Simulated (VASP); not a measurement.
# Os (P6_3/mmc) in VASP: settings compared

Aim: see how the results for Os move with the level of theory and the settings. Levels: revPBE, PBEsol+D3(BJ), LDA. Tasks: relaxation of cell and atoms, single point.

Program: VASP 6.6.1. These are calculated values, not measurements. Logs are shortened: lines on timing, memory, paths and dates and some standing lists are left out, and cuts for length are marked.

## (1) The cell of the first run

It takes space group P6_3/mmc (No. 194, hexagonal). Conventional cell: a = 2.734 Å, b = 2.734 Å, c = 4.320 Å, α = 90.00°, β = 90.00°, γ = 120.00°. Within 3.5 Å of Os (site symmetry -6m2) lie 12 Os at 2.68 to 2.73 Å.

## (2) Relaxation of cell and atoms, revPBE

INCAR

```
SYSTEM = Os
PREC = Accurate
ENCUT = 600
EDIFF = 1E-6
ISMEAR = -1
SIGMA = 0.05
LREAL = .FALSE.
LASPH = .TRUE.
NELM = 80
ALGO = Normal
ISIF = 3
LWAVE = .FALSE.
LCHARG = .FALSE.
GGA = RE
IBRION = 2
NSW = 80
EDIFFG = -0.005
```

KPOINTS

```
regular mesh
0
G
  11 11 6
  0 0 0
```

POSCAR

```
Os
1.0
    2.7341000000      0.0000000000      0.0000000000
   -1.3670500000      2.3678000565      0.0000000000
    0.0000000000      0.0000000000      4.3197000000
Os
2
Direct
    0.6666666667      0.3333333333      0.7500000000
    0.3333333333      0.6666666667      0.2500000000
```

Potentials or basis: VASP PAW PBE potentials, release 64 (Os).

On the command line:

```bash
cat potpaw_PBE.64/Os/POTCAR > POTCAR
mpirun -np 1 vasp_std > vasp.out
```

OUTCAR:

```text
SYSTEM = Os
   PREC = Accurate
   ENCUT = 600
   EDIFF = 1E-6
   ISMEAR = -1
   LREAL = .FALSE.
   LASPH = .TRUE.
   NELM = 80
   ISIF = 3
   GGA = RE
   IBRION = 2
   NSW = 80
   EDIFFG = -0.005

 ion  position               nearest neighbor table
   1  0.667  0.333  0.750-   2 2.68   2 2.68   2 2.68   2 2.68   2 2.68   2 2.68
   2  0.333  0.667  0.250-   1 2.68   1 2.68   1 2.68   1 2.68   1 2.68   1 2.68

  LATTYP: Found a hexagonal cell.
 ALAT       =     2.7341000000
 C/A-ratio  =     1.5799348963

  Lattice vectors:

 A1 = (   2.7341000000,   0.0000000000,   0.0000000000)
 A2 = (  -1.3670500000,   2.3678000565,   0.0000000000)
 A3 = (   0.0000000000,   0.0000000000,   4.3197000000)

Analysis of symmetry for initial positions (statically):
=====================================================================
 Subroutine PRICEL returns:
 Original cell was already a primitive cell.

 Routine SETGRP: Setting up the symmetry group for a
 hexagonal supercell.

 Subroutine GETGRP returns: Found 24 space group operations
 (whereof 12 operations were pure point group operations)
 out of a pool of 24 trial point group operations.

The static configuration has the point symmetry D_3d.
 The point group associated with its full space group is D_6h.

Analysis of symmetry for dynamics (positions and initial velocities):
=====================================================================
 Subroutine PRICEL returns:
 Original cell was already a primitive cell.

 Routine SETGRP: Setting up the symmetry group for a
 hexagonal supercell.

 Subroutine GETGRP returns: Found 24 space group operations
 (whereof 12 operations were pure point group operations)
 out of a pool of 24 trial point group operations.

The dynamic configuration has the point symmetry D_3d.
 The point group associated with its full space group is D_6h.

 Subroutine INISYM returns: Found 24 space group operations
 (whereof 12 operations are pure point group operations),
 and found     1 'primitive' translations

----------------------------------------------------------------------------------------

                                     Primitive cell

  volume of cell :      27.9649

  direct lattice vectors                    reciprocal lattice vectors
[... 103 lines left out ...]
   EFERMI_NEDOS =   21; number of points for ismear=-14 and -15
   IALGO  =     38    algorithm
   IMIX   =      4    mixing-type and parameters
     AMIX     =   0.40;   BMIX     =  1.00
     AMIX_MAG =   1.60;   BMIX_MAG =  1.00
  volume/ion in A,a.u.               =      13.98        94.36
  Fermi-wavevector in a.u.,A,eV,Ry     =   1.359076  2.568282 25.131161  1.847088
  Thomas-Fermi vector in A             =   2.485855
   LORBIT       =      0    0 simple, 1 ext, 2 COOP (PROOUT), +10 PAW based schemes
   GGA     = RE    functional components
   LHFCALC =     F    Hartree Fock is set to
   AEXX    =    0.0000 exact exchange contribution
   IVDW    =     0    specifies the selected vdW correction
   LEPSILON=     F    determine dielectric tensor
   LRPA    =     F    only Hartree local field effects (RPA)
 conjugate gradient relaxation of ions
 non-spin polarized calculation
  energy-cutoff  :      600.00
  volume of cell :       27.96
 maximum number of plane-waves:       965
 NGX is ok and might be reduce to    24
   NGX = 11   NGY = 11   NGZ = 17

--------------------------------------- Ionic step        1  -------------------------------------------

 number of electron      16.0000001 magnetization

 Free energy of the ion-electron system (eV)
  ---------------------------------------------------
  ext. energy  EPLUGINS =         0.00000000
  ---------------------------------------------------
  free energy    TOTEN  =       -21.42824964 eV

  energy without entropy =      -21.41505601  energy(sigma->0) =      -21.42165283

------------------------ aborting loop because EDIFF is reached ----------------------------------------

  FORCE on cell =-STRESS in cart. coord.  units (eV):
  Direction    XX          YY          ZZ          XY          YZ          ZX
  --------------------------------------------------------------------------------------
  -------------------------------------------------------------------------------------
  Total        2.0318525      2.0318525      2.1003907      0.0000000     -0.0000000      0.0000000
  in kB      116.4098543    116.4098543    120.3365789      0.0000000     -0.0000000      0.0000000
  external PRESSURE =     117.7187625 kB  Pullay stress =       0.0000000 kB
[... 275 lines left out ...]
--------------------------------------- Ionic step        9  -------------------------------------------

 number of electron      16.0000000 magnetization

 Free energy of the ion-electron system (eV)
  ---------------------------------------------------
  ext. energy  EPLUGINS =         0.00000000
  ---------------------------------------------------
  free energy    TOTEN  =       -21.45632717 eV

  energy without entropy =      -21.44251900  energy(sigma->0) =      -21.44942308

 E-fermi :   9.0653     XC(G=0): -13.8784

 val. band max:        9.0391423082   @ k =   0.0909   0.0000   0.3333
 cond. band min:       9.1222103119   @ k =   0.3636   0.0909   0.3333
 fundamental gap:      0.0830680037
 Fermi energy:         9.0652541477

 k-point     1 :       0.0000    0.0000    0.0000
  band No.  band energies     occupation
      1      -1.5763      2.00000
      2       1.5835      2.00000
      3       6.1831      2.00000
      4       6.1831      2.00000
      5       6.4300      2.00000
      6       6.9886      2.00000
      7       6.9886      2.00000
      8       7.6006      2.00000
      9       7.6006      2.00000
     10       9.1380      0.37868
     11      10.7257      0.00000
     12      10.7257      0.00000
[... 331 lines left out ...]
 k-point    24 :       0.1818    0.0909    0.1667
  band No.  band energies     occupation
      1       0.6702      2.00000
      2       3.1400      2.00000
      3       4.5084      2.00000
      4       4.7303      2.00000
      5       5.9449      2.00000
      6       6.5325      2.00000
      7       7.0792      2.00000
      8       8.0046      2.00000
      9       8.5864      1.99986
     10       8.9483      1.82414
     11      11.1386      0.00000
     12      14.4486      0.00000

 [... further k-points ...]

------------------------ aborting loop because EDIFF is reached ----------------------------------------

  FORCE on cell =-STRESS in cart. coord.  units (eV):
  Direction    XX          YY          ZZ          XY          YZ          ZX
  --------------------------------------------------------------------------------------
  -------------------------------------------------------------------------------------
  Total        0.0035311      0.0035311      0.0045998     -0.0000000      0.0000000      0.0000000
  in kB        0.1967623      0.1967623      0.2563130     -0.0000000      0.0000000      0.0000000
  external PRESSURE =       0.2166125 kB  Pullay stress =       0.0000000 kB
[... 17 lines left out ...]
  FREE ENERGIE OF THE ION-ELECTRON SYSTEM (eV)
  ---------------------------------------------------
  free  energy   TOTEN  =       -21.4563271695 eV

  energy  without entropy=      -21.4425189976  energy(sigma->0) =      -21.44942308

 reached required accuracy - stopping structural energy minimisation
```

OSZICAR:

```text
N       E                     dE             d eps       ncg     rms          rms(c)
DAV:   1     0.119949555511E+03    0.11995E+03   -0.83526E+03  1536   0.144E+03
DAV:   2    -0.141672877944E+02   -0.13412E+03   -0.12143E+03  1580   0.419E+02
DAV:   3    -0.225272066284E+02   -0.83599E+01   -0.76217E+01  1912   0.843E+01
[... 61 lines left out ...]
       N       E                     dE             d eps       ncg     rms          rms(c)
DAV:   1    -0.214564335715E+02   -0.18048E-03   -0.32308E-03  1536   0.487E-01    0.134E-01
DAV:   2    -0.214563433337E+02    0.90238E-04   -0.10708E-04  1580   0.108E-01    0.583E-02
DAV:   3    -0.214563267794E+02    0.16554E-04   -0.69767E-05  1908   0.850E-02    0.698E-03
DAV:   4    -0.214563271695E+02   -0.39010E-06   -0.12088E-06   852   0.903E-03
   9 F= -.21456327E+02 E0= -.21449423E+02  d E =-.512580E-05
```

Run time: 2.5 min. Hardware: 1 thread of Intel Xeon 8259CL, shared host; peak memory 0.18 GiB.

What came out:

- Free energy: -21.4563 eV
- Relaxed volume: 14.38 Å³/atom
- Relaxed cell: a = 2.760 Å, b = 2.760 Å, c = 4.358 Å, α = 90.00°, β = 90.00°, γ = 120.00°
- Space group after relaxing (to 0.1 Å): P6_3/mmc (No. 194)
- Energy gained by relaxing: 14.0 meV/atom
- Ionic steps: 9
- Pressure after relaxing: 0.0 GPa
- Band gap on the k mesh: zero (bands 8 and 9 overlap by 3.72 eV)

The path:
```tsv
step	energy change (eV)	largest force (eV/Å)	pressure (GPa)	volume (Å³)
1	0.0000	0.0000	11.77	27.96
2	0.4074	0.0000	-34.58	32.33
3	-0.0280	0.0000	-0.60	28.80
4	-0.0280	0.0000	-0.03	28.76
5	-0.0280	0.0000	0.19	28.74
6	-0.0280	0.0000	0.17	28.74
7	-0.0281	0.0000	0.19	28.74
8	-0.0280	0.0000	-0.54	28.79
9	-0.0281	0.0000	0.02	28.75
```

Final structure:
```xyz
2
Lattice="2.7602 0.0000 0.0000 -1.3801 2.3904 0.0000 0.0000 0.0000 4.3578" Properties=species:S:1:pos:R:3 pbc="T T T"
Os    1.3801    0.7968    3.2683
Os    0.0000    1.5936    1.0894
```

Levels at points of the mesh, in eV from the Fermi level:
```tsv
k point	band 4	band 5	band 6	band 7	band 8	band 9	band 10	band 11	band 12
(0.00, 0.00, 0.00)	-2.88	-2.64	-2.08	-2.08	-1.46	-1.46	0.07	1.66	1.66
(0.00, 0.00, 0.50)	-3.40	-3.07	-3.07	-3.07	-3.07	0.89	0.89	0.89	0.89
```

Caveat: the PAW data sets were made with another functional, which shifts forces and pressure a little; spin-orbit coupling is left out, which moves the levels of the heavy elements. revPBE gives volumes clearly too large for solids.

## (3) Relaxation of cell and atoms, PBEsol+D3(BJ)

INCAR

```
  ALGO = Normal
  EDIFF = 1E-7
  EDIFFG = -0.005
  ENCUT = 600
  GGA = PS
  IBRION = 2
  ISIF = 3
  ISMEAR = -1
  IVDW = 12
  LASPH = T
  LCHARG = F
  LREAL = F
  LWAVE = F
  NELM = 80
  NSW = 80
  PREC = Accurate
  SIGMA = 0.05
```

KPOINTS

```
k-points
0
Gamma
  11 11 6
```

POSCAR is that of step 2.

Potentials or basis: VASP PAW PBE potentials, release 64 (Os).

On the command line:

```bash
cat potpaw_PBE.64/Os/POTCAR > POTCAR
mpirun -np 1 vasp_std > vasp.out
```

It took 2.5 min on 1 thread of Intel Xeon 8259CL, shared host; peak memory 0.18 GiB.

It converged, with:

```yaml
Free_energy: -25.8309 eV
Relaxed_volume: 13.67 Å³/atom
Relaxed_cell: a = 2.713 Å, b = 2.713 Å, c = 4.291 Å, α = 90.00°, β = 90.00°, γ = 120.00°
Space_group_after_relaxing_to_0.1_Å: P6_3/mmc (No. 194)
Energy_gained_by_relaxing: 9.7 meV/atom
Ionic_steps: 9
Pressure_after_relaxing: 0.0 GPa
Band_gap_on_the_k_mesh: zero (bands 8 and 9 overlap by 4.04 eV)
Dispersion_energy_per_atom: -0.683 eV
```

The path:
| step | energy change (eV) | largest force (eV/Å) | pressure (GPa) | volume (Å³) |
| --- | --- | --- | --- | --- |
| 1 | 0.0000 | 0.0000 | -9.81 | 27.96 |
| 2 | 0.4574 | 0.0000 | 62.41 | 24.64 |
| 3 | -0.0193 | 0.0000 | -0.51 | 27.38 |
| 4 | -0.0193 | 0.0000 | -0.07 | 27.35 |
| 5 | -0.0193 | 0.0000 | 0.14 | 27.34 |
| 6 | -0.0193 | 0.0000 | 0.15 | 27.34 |
| 7 | -0.0193 | 0.0000 | 0.14 | 27.34 |
| 8 | -0.0193 | 0.0000 | -0.46 | 27.38 |
| 9 | -0.0193 | 0.0000 | 0.02 | 27.35 |

Final structure:
```cif
data_structure
_symmetry_space_group_name_H-M 'P 1'
_symmetry_Int_Tables_number 1
_cell_length_a 2.7129
_cell_length_b 2.7129
_cell_length_c 4.2905
_cell_angle_alpha 90.000
_cell_angle_beta 90.000
_cell_angle_gamma 120.000
_cell_volume 27.35
loop_
_atom_site_label
_atom_site_type_symbol
_atom_site_fract_x
_atom_site_fract_y
_atom_site_fract_z
_atom_site_occupancy
Os1 Os 0.66667 0.33333 0.75000 1
Os2 Os 0.33333 0.66667 0.25000 1
```

Levels at points of the mesh, in eV from the Fermi level:
```csv
k point,band 4,band 5,band 6,band 7,band 8,band 9,band 10,band 11,band 12
"(0.00, 0.00, 0.00)",-3.12,-2.87,-2.25,-2.25,-1.56,-1.56,0.03,1.80,1.80
"(0.00, 0.00, 0.50)",-3.66,-3.32,-3.32,-3.32,-3.32,0.99,0.99,0.99,0.99
```

Caveat: the PAW data sets were made with another functional, which shifts forces and pressure a little; spin-orbit coupling is left out, which moves the levels of the heavy elements.

## (4) Single point, LDA, non-collinear spin, zero start, spin-orbit coupling

INCAR

```
SYSTEM = Os
  ALGO = Normal
  EDIFF = 1E-6
  ENCUT = 520
  GGA_COMPAT = .False.
  ISIF = 2
  ISMEAR = -1
  LASPH = .True.
  LCHARG = .False.
  LMAXMIX = 4
  LORBIT = 11
  LORBMOM = .True.
  LREAL = .False.
  LSORBIT = .True.
  LWAVE = .False.
  MAGMOM = 0 0 0 0 0 0
  NBANDS = 28
  NELM = 150
  PREC = Accurate
  SIGMA = 0.05
```

KPOINTS

```
k-points
0
Gamma
  8 8 5
  0 0 0
```

POSCAR is that of step 3.

Potentials or basis: VASP PAW LDA potentials, release 64 (Os).

On the command line:

```bash
cat potpaw_LDA.64/Os/POTCAR > POTCAR
mpirun -np 1 vasp_ncl > vasp.out
```

Run time: 57 s. Hardware: 1 thread of Intel Xeon 8259CL, shared host; peak memory 0.19 GiB.

It converged, with:

```yaml
Free_energy: -26.0114 eV
Pressure: -8.3 GPa
Net_moment: 0.00 μB per cell
Valence_electrons_inside_the_program's_atomic_spheres: Os 7.66
```

Stress tensor (GPa, compression positive):
```
-7.76  0.00  0.00
 0.00 -7.76  0.00
 0.00  0.00 -9.24
```

Moments on the atoms (μB; x, y, z):
```
Os  0.00 0.00 0.00
Os  0.00 0.00 0.00
```

Caveat: the cell stands under tension.

(Part 1 of 2 ends here.)

The gap in the log of VASP goes by the Fermi energy; the results here count the filled bands.